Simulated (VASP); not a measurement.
W, 1 atom in the cell. The structure is cubic, space group Im-3m (No. 229). Conventional cell: a = 3.155 Å, b = 3.155 Å, c = 3.155 Å, α = 90.00°, β = 90.00°, γ = 90.00°. Within 3.6 Å of W (site symmetry m-3m) lie 14 W at 2.73 to 3.15 Å. 

* Program: VASP 6.6.1
* Task: single point
* Functional: PBEsol
* Potentials or basis: VASP PAW PBE potentials, release 64 (W_sv)
* Cutoff: 520 eV
* k mesh: 12 × 12 × 12
* Occupations: fermi-dirac, width 0.05 eV
* Spin: no spin polarisation
* Dipole correction: no
* Further INCAR settings: ALGO = Normal; EDIFF = 1e-06; NBANDS = 13

Potentials or basis: VASP PAW PBE potentials, release 64 (W_sv).

The run is started by

```console
$ cat potpaw_PBE.64/W_sv/POTCAR > POTCAR
$ mpirun -np 1 vasp_std > vasp.out
```

Hardware: 1 thread of Intel(R) Xeon(R) 6975P-C (Granite Rapids), on a shared host.

Q: Estimate the wall time of this run.

A: Run time: 4.6 s on 1 thread of Intel(R) Xeon(R) 6975P-C (Granite Rapids) (shared host), peak memory 0.13 GiB. Counts: scf iterations 11, k points 72.
